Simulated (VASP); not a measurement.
# Te2Mo in VASP: a series of runs, part 2 of 2

VASP 6.6.1. The steps go on from the part before.

## (3) Single point, PBE (one atom moved)

INCAR

```
ALGO     = Normal         # electronic algorithm
EDIFF    = 1E-6           # SCF threshold, eV
ENCUT    = 520            # plane-wave cutoff, eV
GGA      = PE             # functional
ISIF     = 2              # what is computed and relaxed
ISMEAR   = 0              # smearing method
LASPH    = T              # aspherical terms in the spheres
LCHARG   = T              # write CHGCAR
LELF     = T              # ELF
LREAL    = F              # projectors in reciprocal space
LVHAR    = T            
LWAVE    = F              # write WAVECAR
NBANDS   = 20             # bands
NELM     = 100            # most SCF steps
PREC     = Accurate       # precision mode
SIGMA    = 0.02           # smearing width, eV
```

KPOINTS

```
k-points
0
Gamma
  9 9 2
```

POSCAR

```
Te2Mo
1.0
    3.5602328140      0.0000000000      0.0000000000
   -1.7801164070      3.0832520603      0.0000000000
    0.0000000000      0.0000000000     17.5240578200
Te Mo
2 1
Direct
    0.3322813005      0.6666018034      0.8952961113
    0.3333333300      0.6666666700      0.1021445500
    0.0000000000      0.0000000000      0.0000000000
```

Potentials or basis: VASP PAW PBE potentials, release 64 (Te, Mo_sv).

Started as:

```
cat potpaw_PBE.64/Te/POTCAR potpaw_PBE.64/Mo_sv/POTCAR > POTCAR
mpirun -np 1 vasp_std > vasp.out
```

OUTCAR:

```text
EDIFF = 1E-6
   ENCUT = 520
   GGA = PE
   ISIF = 2
   ISMEAR = 0
   LASPH = T
   LREAL = F
   NELM = 100
   PREC = Accurate

 ion  position               nearest neighbor table
   1  0.332  0.667  0.895-   3 2.75   3 2.76   3 2.76   2 3.62
   2  0.333  0.667  0.102-   3 2.73   3 2.73   3 2.73   1 3.62
   3  0.000  0.000  0.000-   2 2.73   2 2.73   2 2.73   1 2.75   1 2.76   1 2.76

  LATTYP: Found a hexagonal cell.
 ALAT       =     3.5602328140
 C/A-ratio  =     4.9221662558

  Lattice vectors:

 A1 = (   3.5602328140,   0.0000000000,   0.0000000000)
 A2 = (  -1.7801164070,   3.0832520603,   0.0000000000)
 A3 = (   0.0000000000,   0.0000000000,  17.5240578200)

Analysis of symmetry for initial positions (statically):
=====================================================================
 Subroutine PRICEL returns:
 Original cell was already a primitive cell.

 Routine SETGRP: Setting up the symmetry group for a
 hexagonal supercell.

 Subroutine GETGRP returns: Found  1 space group operations
 (whereof  1 operations were pure point group operations)
 out of a pool of 24 trial point group operations.

The static configuration has the point symmetry C_1 .

Analysis of symmetry for dynamics (positions and initial velocities):
=====================================================================
 Subroutine PRICEL returns:
 Original cell was already a primitive cell.

 Routine SETGRP: Setting up the symmetry group for a
 hexagonal supercell.

 Subroutine GETGRP returns: Found  1 space group operations
 (whereof  1 operations were pure point group operations)
 out of a pool of 24 trial point group operations.

The dynamic configuration has the point symmetry C_1 .

 Subroutine INISYM returns: Found  1 space group operations
 (whereof  1 operations are pure point group operations),
[... 112 lines left out ...]
   EFERMI =   0.00;   METHOD = LEGACY
   ISMEAR =     0;   SIGMA  =   0.02  broadening in eV -4-tet -1-fermi 0-gaus
   EFERMI_NEDOS =   21; number of points for ismear=-14 and -15
   IALGO  =     38    algorithm
   IMIX   =      4    mixing-type and parameters
     AMIX     =   0.40;   BMIX     =  1.00
     AMIX_MAG =   1.60;   BMIX_MAG =  1.00
  volume/ion in A,a.u.               =      64.12       432.71
  Fermi-wavevector in a.u.,A,eV,Ry     =   0.840153  1.587660  9.603777  0.705858
  Thomas-Fermi vector in A             =   1.954489
   LORBIT       =      0    0 simple, 1 ext, 2 COOP (PROOUT), +10 PAW based schemes
   GGA     = PE    functional components
   LHFCALC =     F    Hartree Fock is set to
   AEXX    =    0.0000 exact exchange contribution
   IVDW    =     0    specifies the selected vdW correction
   LEPSILON=     F    determine dielectric tensor
   LRPA    =     F    only Hartree local field effects (RPA)
 non-spin polarized calculation
 Gauss-broadening in eV      SIGMA  =   0.02
  energy-cutoff  :      520.00
  volume of cell :      192.36
 maximum number of plane-waves:      5262
   NGX = 13   NGY = 13   NGZ = 65

 number of electron      26.0000000 magnetization

 Free energy of the ion-electron system (eV)
  ---------------------------------------------------
  ext. energy  EPLUGINS =         0.00000000
  ---------------------------------------------------
  free energy    TOTEN  =       -18.01905296 eV

  energy without entropy =      -18.01905296  energy(sigma->0) =      -18.01905296

 E-fermi :   0.2383     XC(G=0):  -4.7559

 val. band max:        0.1367102507   @ k =   0.3333   0.3333   0.5000
 cond. band min:       1.2089138174   @ k =   0.3333   0.3333   0.0000
 fundamental gap:      1.0722035667
 Fermi energy:         0.2383403320

 k-point     1 :       0.0000    0.0000    0.0000
  band No.  band energies     occupation
      1     -60.5620      2.00000
      2     -34.7043      2.00000
      3     -34.6030      2.00000
      4     -34.6026      2.00000
      5     -12.3682      2.00000
      6     -11.4443      2.00000
[... 541 lines left out ...]
     19       6.4692      0.00000
     20       6.6513      0.00000

 [... further k-points ...]

------------------------ aborting loop because EDIFF is reached ----------------------------------------

  FORCE on cell =-STRESS in cart. coord.  units (eV):
  Direction    XX          YY          ZZ          XY          YZ          ZX
  --------------------------------------------------------------------------------------
  -------------------------------------------------------------------------------------
  Total       -0.2100130     -0.2089101     -0.2549839     -0.0099440     -0.0019822     -0.0379164
  in kB       -1.7491806     -1.7399947     -2.1237394     -0.0828228     -0.0165098     -0.3158023
  external PRESSURE =      -1.8709715 kB  Pullay stress =       0.0000000 kB

 VOLUME and BASIS-vectors are now :
 -----------------------------------------------------------------------------
  energy-cutoff  :      520.00
  volume of cell :      192.36
      direct lattice vectors                 reciprocal lattice vectors
     3.560232814  0.000000000  0.000000000     0.280880508  0.162166437  0.000000000
    -1.780116407  3.083252060  0.000000000     0.000000000  0.324332873  0.000000000
     0.000000000  0.000000000 17.524057820     0.000000000  0.000000000  0.057064409

 POSITION                                       TOTAL-FORCE (eV/Angst)
 -----------------------------------------------------------------------------------
     -0.00363      2.05530     15.68922         0.021806      0.001151      0.293223
     -0.00000      2.05550      1.78999         0.001173      0.000073      0.164102
      0.00000      0.00000      0.00000        -0.022979     -0.001224     -0.457325
 -----------------------------------------------------------------------------------
    total drift:                               -0.000005     -0.000001     -0.000028

  FREE ENERGIE OF THE ION-ELECTRON SYSTEM (eV)
  ---------------------------------------------------
  free  energy   TOTEN  =       -18.0190529628 eV

  energy  without entropy=      -18.0190529628  energy(sigma->0) =      -18.01905296
```

OSZICAR:

```text
N       E                     dE             d eps       ncg     rms          rms(c)
DAV:   1     0.134794151081E+03    0.13479E+03   -0.11472E+04  4352   0.104E+03
DAV:   2    -0.989908270251E+01   -0.14469E+03   -0.14100E+03  4436   0.224E+02
DAV:   3    -0.185079787880E+02   -0.86089E+01   -0.85156E+01  4384   0.452E+01
[... 13 lines left out ...]
DAV:  17    -0.180189905919E+02   -0.60927E-04   -0.30116E-06  3704   0.728E-03    0.352E-03
DAV:  18    -0.180190345904E+02   -0.43999E-04   -0.10815E-06  3160   0.325E-03    0.215E-03
DAV:  19    -0.180190476166E+02   -0.13026E-04   -0.37147E-07  3004   0.174E-03    0.840E-04
DAV:  20    -0.180190521579E+02   -0.45413E-05   -0.18101E-07  2696   0.990E-04    0.422E-04
DAV:  21    -0.180190529628E+02   -0.80484E-06   -0.26163E-08  2512   0.444E-04
   1 F= -.18019053E+02 E0= -.18019053E+02  d E =-.169931E-14
```

stdout:

```text
POSCAR found type information on POSCAR TeMo
 POSCAR found :  2 types and       3 ions
 scaLAPACK will be used
 LDA part: xc-table for (Slater+PW92), standard interpolation
 POSCAR, INCAR and KPOINTS ok, starting setup
 FFT: planning ... GRIDC
 FFT: planning ... GRID_SOFT
 FFT: planning ... GRID
 WAVECAR not read
 entering main loop
```

It took 3.6 min on 1 thread of Intel Xeon 6975P-C (Granite Rapids), shared host; peak memory 0.53 GiB.

What came out:

```yaml
Free_energy: -18.0191 eV
Largest_force: 0.458 eV/Å
Band_gap_on_the_k_mesh: 1.07 eV
```

Forces in eV/Å, atoms in the order of the input:
```
Te   0.022  0.001  0.293
Te   0.001  0.000  0.164
Mo  -0.023 -0.001 -0.457
```

Levels at points of the mesh, in eV from the valence-band top:
```csv
k point,band 10,band 11,band 12,band 13,band 14,band 15,band 16,band 17
"(0.00, 0.00, 0.00)",-1.63,-0.87,-0.86,-0.44,3.01,3.02,3.30,3.31
"(0.00, 0.00, 0.50)",-1.63,-0.87,-0.86,-0.44,3.01,3.02,3.30,3.31
```

Caveat: the cell differs from its parent crystal (one atom moved); there is no dipole correction, which matters where the two faces differ; spin-orbit coupling is left out, which moves the levels of the heavy elements.

## (4) Single point, PBE (one atom moved)

INCAR

```
PREC = Accurate
ENCUT = 520
EDIFF = 1E-6
ISMEAR = 0
SIGMA = 0.02
LREAL = False
LASPH = True
NELM = 80
ALGO = Normal
ISIF = 2
LWAVE = False
LCHARG = True
GGA = PE
LELF = True
LVHAR = True
NBANDS = 20
```

KPOINTS

```
Automatic mesh
0
Gamma
  9 9 2
```

Edit POSCAR of step 3 so:

```diff
@@ -8,3 +8,3 @@
 Direct
-    0.3322813005      0.6666018034      0.8952961113
+    0.3258518943      0.6559507119      0.8961663435
     0.3333333300      0.6666666700      0.1021445500
```

Started as:

```
cat potpaw_PBE.64/Te/POTCAR potpaw_PBE.64/Mo_sv/POTCAR > POTCAR
mpirun -np 1 vasp_std > vasp.out
```

Wall time 3.7 min (1 thread of Intel Xeon 6975P-C (Granite Rapids), shared host); peak memory 0.53 GiB.

It converged, with:

| Property | Result |
| --- | --- |
| Free energy | -18.0187 eV |
| Largest force | 0.375 eV/Å |
| Band gap on the k mesh | 1.06 eV |

Forces in eV/Å, atoms in the order of the input:
```
Te   0.045  0.210  0.113
Te   0.003  0.010  0.187
Mo  -0.048 -0.220 -0.300
```

Levels at points of the mesh, in eV from the valence-band top:
```csv
k point,band 10,band 11,band 12,band 13,band 14,band 15,band 16,band 17
"(0.00, 0.00, 0.00)",-1.63,-0.93,-0.83,-0.42,2.97,3.09,3.29,3.35
"(0.00, 0.00, 0.50)",-1.63,-0.93,-0.83,-0.42,2.97,3.09,3.29,3.35
```

Caveat: the cell differs from its parent crystal (one atom moved); there is no dipole correction, which matters where the two faces differ; spin-orbit coupling is left out, which moves the levels of the heavy elements.

## (5) Overview

| cell | gap on the mesh (eV) | largest force (eV/Å) |
| --- | --- | --- |
| a = 3.537, b = 3.537, c = 17.935 Å, angles 90.0, 90.0, 120.0°, 3 atoms, atomic positions A | 0.96 | 1.55 |
| a = 3.560, b = 3.560, c = 17.524 Å, angles 90.0, 90.0, 120.0°, 3 atoms, atomic positions B | 1.07 | 0.46 |
| a = 3.560, b = 3.560, c = 17.524 Å, angles 90.0, 90.0, 120.0°, 3 atoms, atomic positions C | 1.06 | 0.38 |

Alike in all rows: task single point; level PBE; potentials or basis VASP PAW PBE potentials, release 64 (Te, Mo_sv); no spin polarisation; k mesh 9 × 9 × 2; cutoff (eV) 520; smearing gaussian 0.02 eV.

Caveats: there is no dipole correction, which matters where the two faces differ; spin-orbit coupling is left out, which moves the levels of the heavy elements.

Absolute energies hang on the potentials; compare differences alone.
